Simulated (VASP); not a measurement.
TiH: single point with r2SCAN

TiH:

```xyz
2
Lattice="0.0000 2.1895 2.1895 2.1895 0.0000 2.1895 2.1895 2.1895 0.0000" Properties=species:S:1:pos:R:3 pbc="T T T"
Ti    0.0000    0.0000    0.0000
H     3.2843    3.2843    3.2843
```

| Property | Result |
| --- | --- |
| Program | VASP 6.6.1 |
| Task | single point |
| Functional | r2SCAN |
| Potentials or basis | VASP PAW PBE potentials, release 64 (Ti_sv, H) |
| Cutoff | 520 eV |
| k mesh | 8 × 8 × 8 |
| Occupations | gaussian, width 0.1 eV |
| Spin | no spin polarisation |
| Dipole correction | no |
| Further INCAR settings | ALGO = Normal; EDIFF = 1e-06; NBANDS = 14 |

```json
{
  "Pressure": "-4.7 GPa"
}
```

Levels at points of the mesh, in eV from the Fermi level:
```
           k point  band 3  band 4  band 5  band 6  band 7  band 8  band 9  band 10
(0.00, 0.00, 0.00)  -34.31  -34.31   -9.02    0.55    0.55    0.55    2.24     2.24
(0.50, 0.00, 0.00)  -34.36  -34.36   -6.41   -1.04    0.62    0.62    3.01     3.01
(0.50, 0.50, 0.00)  -34.45  -34.45   -5.63   -2.34    0.14    3.11    3.13     3.13
```

Wall time 14 s on 1 thread of Intel(R) Xeon(R) 6975P-C (Granite Rapids), with other jobs on the host, peak memory 0.14 GiB.

Caveat: the PAW data sets were made with another functional, which shifts forces and pressure a little.
